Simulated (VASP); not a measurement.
# ZnO5 (P-6m2) in VASP: further runs

ZnO5 is run at these levels: PBE; tasks: single point.

Program: VASP 6.6.1. These are calculated values, not measurements. Logs are shortened: lines on timing, memory, paths and dates and some standing lists are left out, and cuts for length are marked.

## 1. The cell of the first run

The structure is hexagonal, space group P-6m2 (No. 187). Conventional cell: a = 3.135 Å, b = 3.135 Å, c = 10.462 Å, α = 90.00°, β = 90.00°, γ = 120.00°. Zn (site symmetry -6m2) has 6 O at 2.09 Å within 2.8 Å. O (site symmetry 3m) has 3 Zn at 2.09 Å and 1 O at 2.09 Å within 2.8 Å. O (site symmetry 3m) has 4 O at 2.18 to 2.43 Å within 2.9 Å. O (site symmetry -6m2) has 6 O at 2.18 Å within 2.9 Å.

The cell was built from a structure type or drawn by symmetry, and may not be a known phase.

## 2. Single point, PBE, collinear spin, ferromagnetic start

The input, INCAR:

```
SYSTEM = ZnO5
  ALGO = Normal
  EDIFF = 1E-6
  ENCUT = 520
  GGA = PE
  ISIF = 2
  ISMEAR = 0
  ISPIN = 2
  LASPH = .TRUE.
  LCHARG = .FALSE.
  LORBIT = 11
  LREAL = .FALSE.
  LWAVE = .FALSE.
  MAGMOM = 0 1.58 1.58 1.58 1.58 1.58
  NBANDS = 34
  NELM = 150
  PREC = Accurate
  SIGMA = 0.1
```

The input, KPOINTS:

```
k-points
0
G
  12 12 4
  0 0 0
```

The input, POSCAR:

```
ZnO5
1.0
    3.1352845722      0.0000000000      0.0000000000
   -1.5676422861      2.7152360876      0.0000000000
    0.0000000000      0.0000000000     10.4617053669
Zn O
1 5
Direct
    0.0000000000      0.0000000000      0.0000000000
    0.6666666667      0.3333333333      0.1000595312
    0.0000000000      0.0000000000      0.3837500814
    0.6666666667      0.3333333333      0.5000000000
    0.0000000000      0.0000000000      0.6162499186
    0.6666666667      0.3333333333      0.8999404688
```

Potentials or basis: VASP PAW PBE potentials, release 64 (Zn, O).

Launch:

```sh
$ cat potpaw_PBE.64/Zn/POTCAR potpaw_PBE.64/O/POTCAR > POTCAR
$ mpirun -np 1 vasp_std > vasp.out
```

OUTCAR:

```text
SYSTEM = ZnO5
   EDIFF = 1E-6
   ENCUT = 520
   GGA = PE
   ISIF = 2
   ISMEAR = 0
   ISPIN = 2
   LASPH = .TRUE.
   LORBIT = 11
   LREAL = .FALSE.
   NELM = 150
   PREC = Accurate

 ion  position               nearest neighbor table
   1  0.000  0.000  0.000-   2 2.09   6 2.09   2 2.09   6 2.09   2 2.09   6 2.09
   2  0.667  0.333  0.100-   1 2.09   1 2.09   1 2.09
   3  0.000  0.000  0.384-
   4  0.667  0.333  0.500-
   5  0.000  0.000  0.616-
   6  0.667  0.333  0.900-   1 2.09   1 2.09   1 2.09

  LATTYP: Found a hexagonal cell.
 ALAT       =     3.1352845722
 C/A-ratio  =     3.3367642158

  Lattice vectors:

 A1 = (   3.1352845722,   0.0000000000,   0.0000000000)
 A2 = (  -1.5676422861,   2.7152360876,   0.0000000000)
 A3 = (   0.0000000000,   0.0000000000,  10.4617053669)

Analysis of symmetry for initial positions (statically):
=====================================================================
 Subroutine PRICEL returns:
 Original cell was already a primitive cell.

 Routine SETGRP: Setting up the symmetry group for a
 hexagonal supercell.

 Subroutine GETGRP returns: Found 12 space group operations
 (whereof 12 operations were pure point group operations)
 out of a pool of 24 trial point group operations.

The static configuration has the point symmetry D_3h.

Analysis of symmetry for dynamics (positions and initial velocities):
=====================================================================
 Subroutine PRICEL returns:
 Original cell was already a primitive cell.

 Routine SETGRP: Setting up the symmetry group for a
 hexagonal supercell.

 Subroutine GETGRP returns: Found 12 space group operations
 (whereof 12 operations were pure point group operations)
 out of a pool of 24 trial point group operations.

The dynamic configuration has the point symmetry D_3h.

Analysis of structural, dynamic, and magnetic symmetry:
=====================================================================
 Subroutine PRICEL returns:
 Original cell was already a primitive cell.

 Routine SETGRP: Setting up the symmetry group for a
 hexagonal supercell.

 Subroutine GETGRP returns: Found 12 space group operations
 (whereof 12 operations were pure point group operations)
 out of a pool of 24 trial point group operations.

The overall configuration has the point symmetry D_3h.

 Subroutine INISYM returns: Found 12 space group operations
 (whereof 12 operations are pure point group operations),
 and found     1 'primitive' translations

----------------------------------------------------------------------------------------

                                     Primitive cell

  volume of cell :      89.0609

  direct lattice vectors                    reciprocal lattice vectors
     3.135284572  0.000000000  0.000000000     0.318950314  0.184146050  0.000000000
    -1.567642286  2.715236088  0.000000000     0.000000000  0.368292100  0.000000000
     0.000000000  0.000000000 10.461705367     0.000000000  0.000000000  0.095586710

  length of vectors
     3.135284572  3.135284572 10.461705367     0.368292100  0.368292100  0.095586710

  position of ions in fractional coordinates (direct lattice)
     0.000000000  0.000000000  0.000000000
     0.666666667  0.333333333  0.100059531
     0.000000000  0.000000000  0.383750081
     0.666666667  0.333333333  0.500000000
     0.000000000  0.000000000  0.616249919
     0.666666667  0.333333333  0.899940469

  ion indices of the primitive-cell ions
   primitive index   ion index
                 1           1
                 2           2
                 3           3
                 4           4
                 5           5
                 6           6

----------------------------------------------------------------------------------------

[... 25 lines left out ...]
            Coordinates               Weight
  0.000000  0.000000  0.000000      1.000000
  0.083333 -0.000000  0.000000      6.000000
  0.166667 -0.000000  0.000000      6.000000
  0.250000  0.000000  0.000000      6.000000
  0.333333 -0.000000  0.000000      6.000000
  0.416667 -0.000000  0.000000      6.000000
[... 16 lines left out ...]
  0.250000  0.000000  0.250000     12.000000
  0.333333 -0.000000  0.250000     12.000000
 [... further k-points ...]
   k-points           NKPTS =     57   k-points in BZ     NKDIM =     57   number of bands    NBANDS=     34
   number of dos      NEDOS =    301   number of ions     NIONS =      6
   total plane-waves  NPLWV =  46080
   dimension x,y,z NGX =    24 NGY =   24 NGZ =   80
   dimension x,y,z NGXF=    48 NGYF=   48 NGZF=  160
   ions per type =               1   5
   NGX,Y,Z   is equivalent  to a cutoff of  12.73, 12.73, 12.71 a.u.
   NGXF,Y,Z  is equivalent  to a cutoff of  25.45, 25.45, 25.43 a.u.
 SYSTEM =  ZnO5
   PREC   = accura    normal or accurate (medium, high low for compatibility)
   ISTART =      0    job   : 0-new  1-cont  2-samecut
   ICHARG =      2    charge: 1-file 2-atom 10-const
   ISPIN  =      2    spin polarized calculation?
   LNONCOLLINEAR =      F non collinear calculations
   LSORBIT =      F    spin-orbit coupling
   LASPH  =      T    aspherical Exc in radial PAW
   ENCUT  =  520.0 eV  38.22 Ry    6.18 a.u.   5.83  5.83 19.45*2*pi/ulx,y,z
   NELM   =    150;   NELMIN=  2; NELMDL= -5     # of ELM steps
   EDIFF  = 0.1E-05   stopping-criterion for ELM
   LREAL  =      F    real-space projection
   EDIFFG = 0.1E-04   stopping-criterion for IOM
   NSW    =      0    number of steps for IOM
   IBRION =     -1    ionic relax: 0-MD 1-quasi-New 2-CG
   NFREE  =      0    steps in history (QN), initial steepest desc. (CG)
   ISIF   =      2    stress and relaxation
   ISYM   =      2    0-nonsym 1-usesym 2-fastsym
   POTIM  = 0.5000    time-step for ionic-motion
   TEBEG  =    0.0;   TEEND  =   0.0 temperature during run
   PSTRESS=    0.0 pullay stress
   NELECT =      42.0000    total number of electrons
   NUPDOWN=      -1.0000    fix difference up-down
   EMIN   =  10.00;   EMAX   =-10.00  energy-range for DOS
   EFERMI =   0.00;   METHOD = LEGACY
   ISMEAR =     0;   SIGMA  =   0.10  broadening in eV -4-tet -1-fermi 0-gaus
   EFERMI_NEDOS =   21; number of points for ismear=-14 and -15
   IALGO  =     38    algorithm
   IMIX   =      4    mixing-type and parameters
     AMIX     =   0.40;   BMIX     =  1.00
     AMIX_MAG =   1.60;   BMIX_MAG =  1.00
  volume/ion in A,a.u.               =      14.84       100.17
  Fermi-wavevector in a.u.,A,eV,Ry     =   1.274272  2.408025 22.092731  1.623770
  Thomas-Fermi vector in A             =   2.407049
   LORBIT       =     11    0 simple, 1 ext, 2 COOP (PROOUT), +10 PAW based schemes
   GGA     = PE    functional components
   LHFCALC =     F    Hartree Fock is set to
   AEXX    =    0.0000 exact exchange contribution
   IVDW    =     0    specifies the selected vdW correction
   LEPSILON=     F    determine dielectric tensor
   LRPA    =     F    only Hartree local field effects (RPA)
 spin polarized calculation
 Gauss-broadening in eV      SIGMA  =   0.10
  energy-cutoff  :      520.00
  volume of cell :       89.06
 maximum number of plane-waves:      2420
 NGX is ok and might be reduce to    24
   NGX = 11   NGY = 11   NGZ = 39

 number of electron      41.9999969 magnetization       7.9862062

 Free energy of the ion-electron system (eV)
  ---------------------------------------------------
  ext. energy  EPLUGINS =         0.00000000
  ---------------------------------------------------
  free energy    TOTEN  =       -19.19400282 eV

  energy without entropy =      -19.18633774  energy(sigma->0) =      -19.19017028

 E-fermi :  -2.0421     XC(G=0):  -8.6617

 val. band max:       -2.0490856952   @ k =   0.3333   0.2500   0.5000
 cond. band min:      -2.0002269884   @ k =   0.4167  -0.0000   0.0000
 fundamental gap:      0.0488587068
 Fermi energy:        -2.0421117187

 spin component 1

 k-point     1 :       0.0000    0.0000    0.0000
  band No.  band energies     occupation
      1     -21.7690      1.00000
      2     -20.9321      1.00000
      3     -20.1038      1.00000
      4     -18.9788      1.00000
      5     -17.8536      1.00000
      6      -8.1079      1.00000
[... 853 lines left out ...]
     32      12.8559      0.00000
     33      12.9360      0.00000

 [... further k-points ...]

 spin component 2

 k-point     1 :       0.0000    0.0000    0.0000
  band No.  band energies     occupation
      1     -19.5453      1.00000
      2     -18.6538      1.00000
      3     -17.4114      1.00000
      4     -16.6153      1.00000
      5     -14.2403      1.00000
      6      -7.7007      1.00000
[... 853 lines left out ...]
     32      13.1312      0.00000
     33      13.5264      0.00000

 [... further k-points ...]

 [bands above 33 left out]

------------------------ aborting loop because EDIFF is reached ----------------------------------------

  FORCE on cell =-STRESS in cart. coord.  units (eV):
  Direction    XX          YY          ZZ          XY          YZ          ZX
  --------------------------------------------------------------------------------------
  -------------------------------------------------------------------------------------
  Total        0.0958420      0.0958420      0.0189932      0.0000000     -0.0000000     -0.0000000
  in kB        1.7241681      1.7241681      0.3416815      0.0000000     -0.0000000     -0.0000000
  external PRESSURE =       1.2633392 kB  Pullay stress =       0.0000000 kB

 VOLUME and BASIS-vectors are now :
 -----------------------------------------------------------------------------
  energy-cutoff  :      520.00
  volume of cell :       89.06
      direct lattice vectors                 reciprocal lattice vectors
     3.135284572  0.000000000  0.000000000     0.318950314  0.184146050  0.000000000
    -1.567642286  2.715236088  0.000000000     0.000000000  0.368292100  0.000000000
     0.000000000  0.000000000 10.461705367     0.000000000  0.000000000  0.095586710

 POSITION                                       TOTAL-FORCE (eV/Angst)
 -----------------------------------------------------------------------------------
      0.00000      0.00000      0.00000        -0.000000     -0.000000      0.000000
      1.56764      0.90508      1.04679        -0.000000     -0.000000      0.055929
      0.00000      0.00000      4.01468         0.000000      0.000000     -0.001576
      1.56764      0.90508      5.23085         0.000000     -0.000000      0.000000
      0.00000      0.00000      6.44703         0.000000      0.000000      0.001576
      1.56764      0.90508      9.41491        -0.000000     -0.000000     -0.055929
 -----------------------------------------------------------------------------------
    total drift:                               -0.000000      0.000000      0.000000

  FREE ENERGIE OF THE ION-ELECTRON SYSTEM (eV)
  ---------------------------------------------------
  free  energy   TOTEN  =       -19.1940028191 eV

  energy  without entropy=      -19.1863377382  energy(sigma->0) =      -19.19017028

 total charge

# of ion       s       p       d       tot
------------------------------------------
    1        0.421   0.446   9.821  10.688
    2        1.600   3.200   0.000   4.801
    3        1.638   2.904   0.000   4.542
    4        1.621   3.001   0.000   4.622
    5        1.638   2.904   0.000   4.542
    6        1.600   3.200   0.000   4.801
--------------------------------------------------
tot          8.519  15.655   9.821  33.996

 magnetization (x)

# of ion       s       p       d       tot
------------------------------------------
    1       -0.039  -0.036   0.126   0.051
    2        0.010   0.819   0.000   0.829
    3        0.025   1.680   0.000   1.705
    4        0.044   1.586   0.000   1.631
    5        0.025   1.680   0.000   1.705
    6        0.010   0.819   0.000   0.829
--------------------------------------------------
tot          0.075   6.548   0.126   6.748
```

It took 5.8 min on 1 thread of Intel Xeon Platinum 8488C (Sapphire Rapids), shared host; peak memory 0.4 GiB.

What came out:

| Item | Value |
| --- | --- |
| Free energy | -19.1940 eV |
| Pressure | 0.1 GPa |
| Largest force | 0.056 eV/Å |
| Band gap on the k mesh | zero (filled and empty bands overlap) |
| Net moment | 7.99 μB per cell |
| Site moments | Zn +0.05; O +0.83, +1.71, +1.63 (each value once) μB |
| Valence electrons inside the program's atomic spheres | Zn 10.69; O 4.80, 4.54, 4.62 (each value once) |

Forces in eV/Å, atoms in the order of the input:
```
Zn   0.000  0.000  0.000
O    0.000  0.000  0.056
O    0.000  0.000 -0.002
O    0.000  0.000  0.000
O    0.000  0.000  0.002
O    0.000  0.000 -0.056
```

Stress tensor (GPa, compression positive):
```
0.17 0.00 0.00
0.00 0.17 0.00
0.00 0.00 0.03
```

Caveat: semilocal functionals underestimate gaps, so a narrow gap can read as zero.

## 3. Single point, PBE, collinear spin, ferromagnetic start

The input, INCAR:

```
PREC = Accurate
ENCUT = 520
EDIFF = 1E-6
ISMEAR = 0
SIGMA = 0.1
LREAL = False
LASPH = True
NELM = 150
ALGO = Normal
ISIF = 2
LWAVE = False
LCHARG = True
ISPIN = 2
MAGMOM = 0 0.99 2.07 1.96 2.07 0.99
LORBIT = 11
GGA = PE
LELF = True
LVHAR = True
NBANDS = 34
```

The input, KPOINTS:

```
Automatic mesh
0
Gamma
  12 12 4
```

POSCAR is that of step 2.

Potentials or basis: VASP PAW PBE potentials, release 64 (Zn, O).

Launch:

```sh
$ cat potpaw_PBE.64/Zn/POTCAR potpaw_PBE.64/O/POTCAR > POTCAR
$ mpirun -np 1 vasp_std > vasp.out
```

OUTCAR:

```text
PREC = Accurate
   ENCUT = 520
   EDIFF = 1E-6
   ISMEAR = 0
   LREAL = False
   LASPH = True
   NELM = 150
   ISIF = 2
   ISPIN = 2
   LORBIT = 11
   GGA = PE

 ion  position               nearest neighbor table
   1  0.000  0.000  0.000-   2 2.09   6 2.09   2 2.09   6 2.09   2 2.09   6 2.09
   2  0.667  0.333  0.100-   1 2.09   1 2.09   1 2.09
   3  0.000  0.000  0.384-
   4  0.667  0.333  0.500-
   5  0.000  0.000  0.616-
   6  0.667  0.333  0.900-   1 2.09   1 2.09   1 2.09

  LATTYP: Found a hexagonal cell.
 ALAT       =     3.1352845722
 C/A-ratio  =     3.3367642158

  Lattice vectors:

 A1 = (   3.1352845722,   0.0000000000,   0.0000000000)
 A2 = (  -1.5676422861,   2.7152360876,   0.0000000000)
 A3 = (   0.0000000000,   0.0000000000,  10.4617053669)

Analysis of symmetry for initial positions (statically):
=====================================================================
 Subroutine PRICEL returns:
 Original cell was already a primitive cell.

 Routine SETGRP: Setting up the symmetry group for a
 hexagonal supercell.

 Subroutine GETGRP returns: Found 12 space group operations
[... 1939 lines left out ...]
  Total        0.0904844      0.0904844      0.0153537      0.0000000     -0.0000000      0.0000000
  in kB        1.6277856      1.6277856      0.2762089      0.0000000     -0.0000000      0.0000000
  external PRESSURE =       1.1772600 kB  Pullay stress =       0.0000000 kB

 VOLUME and BASIS-vectors are now :
 -----------------------------------------------------------------------------
  energy-cutoff  :      520.00
  volume of cell :       89.06
      direct lattice vectors                 reciprocal lattice vectors
     3.135284572  0.000000000  0.000000000     0.318950314  0.184146050  0.000000000
    -1.567642286  2.715236088  0.000000000     0.000000000  0.368292100  0.000000000
     0.000000000  0.000000000 10.461705367     0.000000000  0.000000000  0.095586710

 POSITION                                       TOTAL-FORCE (eV/Angst)
 -----------------------------------------------------------------------------------
      0.00000      0.00000      0.00000         0.000000     -0.000000      0.000000
      1.56764      0.90508      1.04679         0.000000     -0.000000      0.055477
      0.00000      0.00000      4.01468        -0.000000     -0.000000     -0.001927
      1.56764      0.90508      5.23085        -0.000000      0.000000      0.000000
      0.00000      0.00000      6.44703         0.000000     -0.000000      0.001927
      1.56764      0.90508      9.41491        -0.000000      0.000000     -0.055477
 -----------------------------------------------------------------------------------
    total drift:                               -0.000000      0.000000      0.000000

  FREE ENERGIE OF THE ION-ELECTRON SYSTEM (eV)
  ---------------------------------------------------
  free  energy   TOTEN  =       -19.1940028842 eV

  energy  without entropy=      -19.1863307312  energy(sigma->0) =      -19.19016681

 total charge

# of ion       s       p       d       tot
------------------------------------------
    1        0.421   0.446   9.821  10.688
    2        1.600   3.201   0.000   4.801
    3        1.638   2.904   0.000   4.542
    4        1.621   3.001   0.000   4.622
    5        1.638   2.904   0.000   4.542
    6        1.600   3.201   0.000   4.801
--------------------------------------------------
tot          8.519  15.655   9.821  33.996

 magnetization (x)

# of ion       s       p       d       tot
------------------------------------------
    1       -0.039  -0.036   0.126   0.051
    2        0.010   0.819   0.000   0.829
    3        0.025   1.680   0.000   1.705
    4        0.045   1.586   0.000   1.630
    5        0.025   1.680   0.000   1.705
    6        0.010   0.819   0.000   0.829
--------------------------------------------------
tot          0.075   6.548   0.126   6.748
```

OSZICAR:

```text
N       E                     dE             d eps       ncg     rms          rms(c)
DAV:   1     0.376282709174E+03    0.37628E+03   -0.20333E+04  7768   0.134E+03
DAV:   2     0.225256672845E+02   -0.35376E+03   -0.32770E+03  8944   0.344E+02
DAV:   3    -0.195829349015E+02   -0.42109E+02   -0.39745E+02  8638   0.119E+02
DAV:   4    -0.204874735550E+02   -0.90454E+00   -0.90133E+00  8796   0.199E+01
DAV:   5    -0.204935924532E+02   -0.61189E-02   -0.61167E-02  9028   0.163E+00    0.118E+01
DAV:   6    -0.194600386549E+02    0.10336E+01   -0.64021E+00 10956   0.719E+01    0.138E+01
DAV:   7    -0.196579265753E+02   -0.19789E+00   -0.67609E+00  9794   0.149E+01    0.119E+01
DAV:   8    -0.190962003476E+02    0.56173E+00   -0.19484E+00  8768   0.532E+00    0.544E+00
DAV:   9    -0.191828505139E+02   -0.86650E-01   -0.36932E-01  8604   0.975E+00    0.268E+00
DAV:  10    -0.191936862718E+02   -0.10836E-01   -0.12377E-01  8628   0.282E+00    0.123E+00
DAV:  11    -0.191962625503E+02   -0.25763E-02   -0.19760E-02  8932   0.159E+00    0.718E-01
DAV:  12    -0.191934463518E+02    0.28162E-02   -0.95023E-03  8194   0.839E-01    0.411E-01
DAV:  13    -0.191938016297E+02   -0.35528E-03   -0.21944E-03  8700   0.405E-01    0.241E-01
DAV:  14    -0.191939713678E+02   -0.16974E-03   -0.75027E-04  9050   0.189E-01    0.161E-01
DAV:  15    -0.191939364717E+02    0.34896E-04   -0.18730E-04  8366   0.991E-02    0.891E-02
DAV:  16    -0.191939918773E+02   -0.55406E-04   -0.18356E-04  8872   0.882E-02    0.190E-02
DAV:  17    -0.191940031158E+02   -0.11239E-04   -0.29647E-05  8030   0.324E-02    0.118E-02
DAV:  18    -0.191940028842E+02    0.23167E-06   -0.13346E-06  6656   0.110E-02
   1 F= -.19194003E+02 E0= -.19190167E+02  d E =-.767215E-02  mag=     7.9858
```

stdout:

```text
POSCAR found type information on POSCAR ZnO
 POSCAR found :  2 types and       6 ions
 scaLAPACK will be used
 LDA part: xc-table for (Slater+PW92), standard interpolation
 POSCAR, INCAR and KPOINTS ok, starting setup
 FFT: planning ... GRIDC
 FFT: planning ... GRID_SOFT
 FFT: planning ... GRID
 WAVECAR not read
 entering main loop
```

Wall time 5.8 min (1 thread of Intel Xeon 8259CL, shared host); peak memory 0.4 GiB.

What came out:

| Quantity | Value |
| --- | --- |
| Free energy | -19.1940 eV |
| Pressure | 0.1 GPa |
| Largest force | 0.055 eV/Å |
| Band gap on the k mesh | zero (filled and empty bands overlap) |
| Net moment | 7.99 μB per cell |
| Site moments | Zn +0.05; O +0.83, +1.71, +1.63 (each value once) μB |
| Valence electrons inside the program's atomic spheres | Zn 10.69; O 4.80, 4.54, 4.62 (each value once) |

Forces in eV/Å, atoms in the order of the input:
```
Zn   0.000  0.000  0.000
O    0.000  0.000  0.055
O    0.000  0.000 -0.002
O    0.000  0.000  0.000
O    0.000  0.000  0.002
O    0.000  0.000 -0.055
```

Stress tensor (GPa, compression positive):
```
0.16 0.00 0.00
0.00 0.16 0.00
0.00 0.00 0.03
```

Caveat: semilocal functionals underestimate gaps, so a narrow gap can read as zero.
